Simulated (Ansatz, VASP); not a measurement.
One calculation of C, two programs

```
CELL_PARAMETERS angstrom
0.00000 3.56028 -3.56028
3.56028 3.56028 0.00000
3.56028 0.00000 -3.56028
ATOMIC_POSITIONS crystal
C 0.28227 0.71524 0.28165
C 0.26549 0.17355 0.21886
C 0.81193 0.76004 0.19582
C 0.82659 0.30447 0.16203
C 0.20581 0.73412 0.76567
C 0.32574 0.22135 0.64921
C 0.78911 0.68960 0.76001
C 0.74498 0.19158 0.75972
C 0.10171 0.15279 0.12556
C 0.02115 0.58354 0.23864
C 0.57489 0.27926 0.16423
C 0.57346 0.60112 0.17739
C 0.17747 0.17932 0.59104
C 0.08810 0.67637 0.53974
C 0.53389 0.12609 0.71260
C 0.67742 0.61155 0.65784
```

Change from the starting cell: all atoms moved at random, sigma 0.25 Å a component.

Alike in both runs: task single point; functional r2SCAN; k mesh 6 × 6 × 6; occupations gaussian, width 0.05 eV; no spin polarisation.

```csv
,VASP,Ansatz
version,VASP 6.6.1,Ansatz 0.2.0
potentials or method,"VASP PAW PBE potentials, release 64 (C), cutoff 520 eV","scalar-relativistic, plane waves, PAW"
valence electrons in the cell,64,64
```

|  | VASP | Ansatz | Ansatz less VASP |
| --- | --- | --- | --- |
| gap on the k mesh at the Fermi level (eV) | none | none | - |
| rms of the force components (eV/Å) | 13.661 | 13.419 | -0.2416 |

VASP's potentials were made for PBE, not for r2SCAN. Atom by atom the forces differ by 0.276 eV/Å (rms over components). A gap of «none» marks a metal or a gap that the smearing closes.
